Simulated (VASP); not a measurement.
# TiH (Fm-3m) in VASP: a series of runs

TiH is run at these levels: LDA; tasks: single point, relaxation of cell and atoms.

Program: VASP 6.6.1. These are calculated values, not measurements. Logs are shortened: lines on timing, memory, paths and dates and some standing lists are left out, and cuts for length are marked.

### 1 The cell of the first run

It takes space group Fm-3m (No. 225, cubic). The conventional cell has a = 4.100 Å, b = 4.100 Å, c = 4.100 Å, α = 90.00°, β = 90.00°, γ = 90.00°. Within 2.7 Å of Ti (site symmetry m-3m) lie 6 H at 2.05 Å. H (site symmetry m-3m) has 6 Ti at 2.05 Å within 2.7 Å.

### 2 Single point, LDA

Contents of INCAR:

```
SYSTEM = TiH
PREC = Accurate ; ENCUT = 520
EDIFF = 1E-7 ; ISMEAR = 1
SIGMA = 0.05 ; LREAL = .False.
LASPH = .True. ; NELM = 80
ALGO = Normal ; ISIF = 2
LWAVE = .False. ; LCHARG = .False.
NBANDS = 14
```

Contents of KPOINTS:

```
regular mesh
0
Gamma
  7 7 7
  0 0 0
```

Contents of POSCAR:

```
TiH
1.0
    0.0000000000      2.0498856963      2.0498856963
    2.0498856963      0.0000000000      2.0498856963
    2.0498856963      2.0498856963      0.0000000000
Ti H
1 1
Direct
    0.0000000000      0.0000000000      0.0000000000
    0.5000000000      0.5000000000      0.5000000000
```

Potentials or basis: VASP PAW LDA potentials, release 64 (Ti_sv, H).

Command:

```sh
$ cat potpaw_LDA.64/Ti_sv/POTCAR potpaw_LDA.64/H/POTCAR > POTCAR
$ mpirun -np 1 vasp_std > vasp.out
```

OUTCAR:

```text
SYSTEM = TiH
   PREC = Accurate
   ENCUT = 520
   EDIFF = 1E-7
   ISMEAR = 1
   LREAL = .False.
   LASPH = .True.
   NELM = 80
   ISIF = 2

 ion  position               nearest neighbor table
   1  0.000  0.000  0.000-
   2  0.500  0.500  0.500-

  LATTYP: Found a face centered cubic cell.
 ALAT       =     4.0997713926

  Lattice vectors:

 A1 = (   0.0000000000,   2.0498856963,   2.0498856963)
 A2 = (   2.0498856963,   0.0000000000,   2.0498856963)
 A3 = (   2.0498856963,   2.0498856963,   0.0000000000)

Analysis of symmetry for initial positions (statically):
=====================================================================
 Subroutine PRICEL returns:
 Original cell was already a primitive cell.

 Routine SETGRP: Setting up the symmetry group for a
 face centered cubic supercell.

 Subroutine GETGRP returns: Found 48 space group operations
 (whereof 48 operations were pure point group operations)
 out of a pool of 48 trial point group operations.

The static configuration has the point symmetry O_h .

Analysis of symmetry for dynamics (positions and initial velocities):
=====================================================================
 Subroutine PRICEL returns:
 Original cell was already a primitive cell.

 Routine SETGRP: Setting up the symmetry group for a
 face centered cubic supercell.

 Subroutine GETGRP returns: Found 48 space group operations
 (whereof 48 operations were pure point group operations)
 out of a pool of 48 trial point group operations.

The dynamic configuration has the point symmetry O_h .

 Subroutine INISYM returns: Found 48 space group operations
 (whereof 48 operations are pure point group operations),
 and found     1 'primitive' translations

----------------------------------------------------------------------------------------

                                     Primitive cell

  volume of cell :      17.2274

  direct lattice vectors                    reciprocal lattice vectors
     0.000000000  2.049885696  2.049885696    -0.243916039  0.243916039  0.243916039
     2.049885696  0.000000000  2.049885696     0.243916039 -0.243916039  0.243916039
     2.049885696  2.049885696  0.000000000     0.243916039  0.243916039 -0.243916039

  length of vectors
     2.898976153  2.898976153  2.898976153     0.422474973  0.422474973  0.422474973

  position of ions in fractional coordinates (direct lattice)
     0.000000000  0.000000000  0.000000000
     0.500000000  0.500000000  0.500000000

  ion indices of the primitive-cell ions
   primitive index   ion index
                 1           1
                 2           2

----------------------------------------------------------------------------------------

 KPOINTS: regular mesh

Automatic generation of k-mesh.
 Grid dimensions read from file:
 generate k-points for:    7    7    7

 Generating k-lattice:

  Cartesian coordinates                     Fractional coordinates (reciprocal lattice)
    -0.034845148  0.034845148  0.034845148     0.142857143  0.000000000  0.000000000
     0.034845148 -0.034845148  0.034845148     0.000000000  0.142857143  0.000000000
     0.034845148  0.034845148 -0.034845148     0.000000000  0.000000000  0.142857143

  Length of vectors
     0.060353568  0.060353568  0.060353568

  Shift w.r.t. Gamma in fractional coordinates (k-lattice)
     0.000000000  0.000000000  0.000000000

 Subroutine IBZKPT returns following result:
 ===========================================

 Found     20 irreducible k-points:

 Following reciprocal coordinates:
            Coordinates               Weight
  0.000000  0.000000  0.000000      1.000000
  0.142857  0.000000  0.000000      8.000000
  0.285714  0.000000  0.000000      8.000000
  0.428571  0.000000  0.000000      8.000000
  0.142857  0.142857  0.000000      6.000000
  0.285714  0.142857  0.000000     24.000000
[... 12 lines left out ...]
 -0.428571  0.428571  0.142857     24.000000
 -0.285714  0.428571  0.142857     24.000000
   k-points           NKPTS =     20   k-points in BZ     NKDIM =     20   number of bands    NBANDS=     14
   number of dos      NEDOS =    301   number of ions     NIONS =      2
   total plane-waves  NPLWV =  13824
   dimension x,y,z NGX =    24 NGY =   24 NGZ =   24
   dimension x,y,z NGXF=    48 NGYF=   48 NGZF=   48
   ions per type =               1   1
   NGX,Y,Z   is equivalent  to a cutoff of  13.76, 13.76, 13.76 a.u.
   NGXF,Y,Z  is equivalent  to a cutoff of  27.53, 27.53, 27.53 a.u.
 SYSTEM =  TiH
   PREC   = accura    normal or accurate (medium, high low for compatibility)
   ISTART =      0    job   : 0-new  1-cont  2-samecut
   ICHARG =      2    charge: 1-file 2-atom 10-const
   ISPIN  =      1    spin polarized calculation?
   LNONCOLLINEAR =      F non collinear calculations
   LSORBIT =      F    spin-orbit coupling
   LASPH  =      T    aspherical Exc in radial PAW
   ENCUT  =  520.0 eV  38.22 Ry    6.18 a.u.   5.39  5.39  5.39*2*pi/ulx,y,z
   NELM   =     80;   NELMIN=  2; NELMDL= -5     # of ELM steps
   EDIFF  = 0.1E-06   stopping-criterion for ELM
   LREAL  =      F    real-space projection
   EDIFFG = 0.1E-05   stopping-criterion for IOM
   NSW    =      0    number of steps for IOM
   IBRION =     -1    ionic relax: 0-MD 1-quasi-New 2-CG
   NFREE  =      0    steps in history (QN), initial steepest desc. (CG)
   ISIF   =      2    stress and relaxation
   ISYM   =      2    0-nonsym 1-usesym 2-fastsym
   POTIM  = 0.5000    time-step for ionic-motion
   TEBEG  =    0.0;   TEEND  =   0.0 temperature during run
   PSTRESS=    0.0 pullay stress
   NELECT =      13.0000    total number of electrons
   NUPDOWN=      -1.0000    fix difference up-down
   EMIN   =  10.00;   EMAX   =-10.00  energy-range for DOS
   EFERMI =   0.00;   METHOD = LEGACY
   ISMEAR =     1;   SIGMA  =   0.05  broadening in eV -4-tet -1-fermi 0-gaus
   EFERMI_NEDOS =   21; number of points for ismear=-14 and -15
   IALGO  =     38    algorithm
   IMIX   =      4    mixing-type and parameters
     AMIX     =   0.40;   BMIX     =  1.00
     AMIX_MAG =   1.60;   BMIX_MAG =  1.00
  volume/ion in A,a.u.               =       8.61        58.13
  Fermi-wavevector in a.u.,A,eV,Ry     =   1.490446  2.816535 30.224388  2.221430
  Thomas-Fermi vector in A             =   2.603227
   LORBIT       =      0    0 simple, 1 ext, 2 COOP (PROOUT), +10 PAW based schemes
   GGA     = CA    functional components
   LHFCALC =     F    Hartree Fock is set to
   AEXX    =    0.0000 exact exchange contribution
   IVDW    =     0    specifies the selected vdW correction
   LEPSILON=     F    determine dielectric tensor
   LRPA    =     F    only Hartree local field effects (RPA)
 non-spin polarized calculation
 Methfessel and Paxton  Order N= 1 SIGMA  =   0.05
  energy-cutoff  :      520.00
  volume of cell :       17.23
 maximum number of plane-waves:       477
 NGX is ok and might be reduce to    24
   NGX = 11   NGY = 11   NGZ = 11

 number of electron      13.0000003 magnetization

 Free energy of the ion-electron system (eV)
  ---------------------------------------------------
  ext. energy  EPLUGINS =         0.00000000
  ---------------------------------------------------
  free energy    TOTEN  =       -12.86998799 eV

  energy without entropy =      -12.86795440  energy(sigma->0) =      -12.86931013

 E-fermi :   9.2748     XC(G=0): -12.4784

 val. band max:        9.2680196353   @ k =   0.4286   0.1429   0.0000
 cond. band min:       9.2761316494   @ k =   0.1429   0.1429   0.0000
 fundamental gap:      0.0081120141
 Fermi energy:         9.2747701370

 k-point     1 :       0.0000    0.0000    0.0000
  band No.  band energies     occupation
      1     -46.6977      2.00000
      2     -22.9451      2.00000
      3     -22.9451      2.00000
      4     -22.9451      2.00000
      5      -0.4506      2.00000
      6       9.9088     -0.00000
      7       9.9088     -0.00000
      8       9.9088     -0.00000
      9      11.4794      0.00000
     10      11.4794      0.00000
     11      20.5369      0.00000
     12      24.1592      0.00000
     13      25.9774      0.00000
     14      25.9774      0.00000

 k-point     2 :       0.1429    0.0000    0.0000
  band No.  band energies     occupation
      1     -46.6710      2.00000
      2     -23.0986      2.00000
      3     -22.9627      2.00000
      4     -22.9627      2.00000
      5       0.1433      2.00000
      6       9.4459     -0.00001
      7      10.0924     -0.00000
      8      10.0924     -0.00000
      9      11.3284      0.00000
     10      11.3284      0.00000
     11      18.5811      0.00000
     12      24.4521      0.00000
     13      26.6428      0.00000
     14      26.6428      0.00000

 k-point     3 :       0.2857    0.0000    0.0000
  band No.  band energies     occupation
      1     -46.6102      2.00000
      2     -23.4335      2.00000
      3     -23.0020      2.00000
      4     -23.0020      2.00000
      5       1.7143      2.00000
      6       8.2030      2.00000
      7       9.9135     -0.00000
      8       9.9135     -0.00000
      9      11.7700      0.00000
     10      11.7700      0.00000
     11      16.6570      0.00000
     12      22.5781      0.00000
     13      27.8504      0.00000
     14      27.8504      0.00000
[... 256 lines left out ...]
 k-point    19 :      -0.4286    0.4286    0.1429
  band No.  band energies     occupation
      1     -46.5152      2.00000
      2     -23.5586      2.00000
      3     -23.2784      2.00000
      4     -23.1973      2.00000
      5       2.6620      2.00000
      6       7.6832      2.00000
      7       9.3235     -0.04461
      8      11.4930      0.00000
      9      12.8367      0.00000
     10      14.1861      0.00000
     11      16.5508      0.00000
     12      18.8949      0.00000
     13      19.5005      0.00000
     14      27.5465      0.00000

 k-point    20 :      -0.2857    0.4286    0.1429
  band No.  band energies     occupation
      1     -46.5109      2.00000
      2     -23.4604      2.00000
      3     -23.4234      2.00000
      4     -23.1846      2.00000
      5       3.0465      2.00000
      6       7.9541      2.00000
      7       8.7780      2.00000
      8      10.8729      0.00000
      9      12.8571      0.00000
     10      14.9421      0.00000
     11      16.7112      0.00000
     12      17.3359      0.00000
     13      20.0787      0.00000
     14      27.3397      0.00000

------------------------ aborting loop because EDIFF is reached ----------------------------------------

  FORCE on cell =-STRESS in cart. coord.  units (eV):
  Direction    XX          YY          ZZ          XY          YZ          ZX
  --------------------------------------------------------------------------------------
  -------------------------------------------------------------------------------------
  Total       -0.0054547     -0.0054547     -0.0054547     -0.0000000     -0.0000000     -0.0000000
  in kB       -0.5073013     -0.5073013     -0.5073013     -0.0000000     -0.0000000     -0.0000000
  external PRESSURE =      -0.5073013 kB  Pullay stress =       0.0000000 kB

 VOLUME and BASIS-vectors are now :
 -----------------------------------------------------------------------------
  energy-cutoff  :      520.00
  volume of cell :       17.23
      direct lattice vectors                 reciprocal lattice vectors
     0.000000000  2.049885696  2.049885696    -0.243916039  0.243916039  0.243916039
     2.049885696  0.000000000  2.049885696     0.243916039 -0.243916039  0.243916039
     2.049885696  2.049885696  0.000000000     0.243916039  0.243916039 -0.243916039

 POSITION                                       TOTAL-FORCE (eV/Angst)
 -----------------------------------------------------------------------------------
      0.00000      0.00000      0.00000         0.000000     -0.000000     -0.000000
      2.04989      2.04989      2.04989        -0.000000      0.000000      0.000000
 -----------------------------------------------------------------------------------
    total drift:                                0.000000     -0.000000     -0.000000

  FREE ENERGIE OF THE ION-ELECTRON SYSTEM (eV)
  ---------------------------------------------------
  free  energy   TOTEN  =       -12.8699879878 eV

  energy  without entropy=      -12.8679544040  energy(sigma->0) =      -12.86931013
```

Wall time 2.5 s (1 thread of Intel Xeon 6975P-C (Granite Rapids), shared host); peak memory 0.12 GiB.

What came out:

```
Free energy : -12.8700 eV
Pressure    : -0.1 GPa
```

Caveat: the k points lie up to 0.38 Å⁻¹ apart.

### 3 Single point, LDA

This run uses another cell than the first one, of 7.77 Å³/atom, 0.902 times its volume.

Contents of INCAR:

```
  PREC = Accurate
  ENCUT = 520
  EDIFF = 1E-6
  ISMEAR = 1
  SIGMA = 0.05
  LREAL = F
  LASPH = T
  NELM = 80
  ALGO = Normal
  ISIF = 2
  LWAVE = F
  LCHARG = F
  GGA = CA
  NBANDS = 14
```

Contents of KPOINTS:

```
Automatic mesh
0
Gamma
  7 7 7
```

Contents of POSCAR:

```
TiH
1.0
    0.0000000000      1.9804362066      1.9804362066
    1.9804362066      0.0000000000      1.9804362066
    1.9804362066      1.9804362066      0.0000000000
Ti H
1 1
Direct
    0.0000000000      0.0000000000      0.0000000000
    0.5000000000      0.5000000000      0.5000000000
```

Potentials or basis: VASP PAW LDA potentials, release 64 (Ti_sv, H).

Command:

```sh
$ cat potpaw_LDA.64/Ti_sv/POTCAR potpaw_LDA.64/H/POTCAR > POTCAR
$ mpirun -np 1 vasp_std > vasp.out
```

It took 2.1 s on 1 thread of Intel Xeon 6975P-C (Granite Rapids), shared host; peak memory 0.12 GiB.

Results (log left out):

- Free energy: -12.7723 eV
- Pressure: 20.2 GPa

Levels at points of the mesh, in eV from the Fermi level:
| k point | band 3 | band 4 | band 5 | band 6 | band 7 | band 8 | band 9 | band 10 |
| --- | --- | --- | --- | --- | --- | --- | --- | --- |
| (0.00, 0.00, 0.00) | -31.92 | -31.92 | -10.15 | 0.67 | 0.67 | 0.67 | 2.49 | 2.49 |

Caveat: the k points lie up to 0.39 Å⁻¹ apart.

(Part 1 of 3 ends here.)
